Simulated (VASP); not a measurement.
A run of VASP 6.6.1 is set up as follows.

The input POSCAR:

```
In
1.0
    3.2854159175      0.0000000000      0.0000000000
   -1.6427079588      2.8452536466      0.0000000000
    0.0000000000      0.0000000000      5.4431357428
In
2
Direct
    0.6666666667      0.3333333333      0.7500000000
    0.3333333333      0.6666666667      0.2500000000
```

INCAR.step1

```
  PREC = Accurate
  ENCUT = 520
  EDIFF = 1E-5
  ISMEAR = -1
  SIGMA = 0.05
  LREAL = False
  LASPH = True
  NELM = 60
  ALGO = Normal
  ISIF = 2
  LWAVE = True
  NBANDS = 20
  GGA = PE
```

Contents of INCAR.step2:

```
  PREC = Accurate
  ENCUT = 520
  EDIFF = 1E-7
  ISMEAR = -1
  SIGMA = 0.05
  LREAL = False
  LASPH = True
  NELM = 60
  ALGO = Normal
  ISIF = 2
  LWAVE = False
  LCHARG = True
  GGA = PS
  LHFCALC = True
  AEXX = 0.25
  HFSCREEN = 0.207
  PRECFOCK = Normal
  LELF = True
  LVHAR = True
  NBANDS = 20
  ISTART = 1
```

KPOINTS

```
regular mesh
0
Gamma
  5 5 3
```

Potentials or basis: VASP PAW PBE potentials, release 64 (In_d).

Launch:

```sh
$ cat potpaw_PBE.64/In_d/POTCAR > POTCAR
$ cp INCAR.step1 INCAR
$ mpirun -np 1 vasp_std > vasp.out
$ cp INCAR.step2 INCAR
$ mpirun -np 1 vasp_std > vasp.out
```

Problem. Estimate the pressure.

Solution. 0.0 GPa.

Problem. Estimate the band gap on the k mesh.

Solution. Zero (bands 13 and 14 overlap by 2.55 eV).

Caveat: the k points lie up to 0.44 Å⁻¹ apart, too coarse for converged energies and pressures of a metal; the PAW data sets were made with another functional, which shifts forces and pressure a little; spin-orbit coupling is left out, which moves the levels of the heavy elements.
